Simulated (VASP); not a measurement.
PtPb:

```
CELL_PARAMETERS angstrom
4.26000 0.00000 0.00000
-2.13000 3.68927 0.00000
0.00000 0.00000 5.47000
ATOMIC_POSITIONS crystal
Pt 0.33333 0.66667 0.25000
Pt 0.66667 0.33333 0.75000
Pb 0.00000 0.00000 0.00000
Pb 0.00000 0.00000 0.50000
```

```yaml
Program: VASP 6.6.1
Task: relaxation of cell and atoms
Functional: PBEsol
Potentials_or_basis: VASP PAW PBE potentials, release 64 (Pt, Pb_d)
Cutoff: 600 eV
k_mesh: 6 × 6 × 4
Occupations: methfessel-paxton, width 0.1 eV
Spin: no spin polarisation
```

At the start: pressure 9.2 GPa; volume 21.49 Å³/atom.

Q: Where does the relaxation end?

A: Over 9 steps the energy falls by 376.9 meV/atom and the volume is 22.09 Å³/atom (+2.8 %); space group P6_3/mmc (No. 194, to 0.1 Å) before and after.

The path:
| step | energy change (eV) | largest force (eV/Å) | pressure (GPa) | volume (Å³) |
| --- | --- | --- | --- | --- |
| 1 | 0.0000 | 0.0000 | 9.16 | 85.97 |
| 2 | -0.8282 | 0.0000 | -7.17 | 101.29 |
| 3 | -0.8544 | 0.0000 | -5.27 | 98.09 |
| 4 | -1.2669 | 0.0000 | 0.66 | 90.61 |
| 5 | -1.3468 | 0.0000 | 5.28 | 85.82 |
| 6 | -1.5050 | 0.0000 | 0.89 | 87.49 |
| 7 | -1.5050 | 0.0000 | 0.85 | 87.51 |
| 8 | -1.5077 | 0.0000 | -0.04 | 88.45 |
| 9 | -1.5077 | 0.0000 | 0.03 | 88.35 |

Final structure:
```cif
data_structure
_symmetry_space_group_name_H-M 'P 1'
_symmetry_Int_Tables_number 1
_cell_length_a 3.7779
_cell_length_b 3.7779
_cell_length_c 7.1481
_cell_angle_alpha 90.000
_cell_angle_beta 90.000
_cell_angle_gamma 120.000
_cell_volume 88.35
loop_
_atom_site_label
_atom_site_type_symbol
_atom_site_fract_x
_atom_site_fract_y
_atom_site_fract_z
_atom_site_occupancy
Pt1 Pt 0.33333 0.66667 0.25000 1
Pt2 Pt 0.66667 0.33333 0.75000 1
Pb1 Pb 0.00000 0.00000 0.00000 1
Pb2 Pb 0.00000 0.00000 0.50000 1
```

Caveat: a cell axis changed by over 15 % at a fixed basis, so the end point is rough; the PAW data sets were made with another functional, which shifts forces and pressure a little.
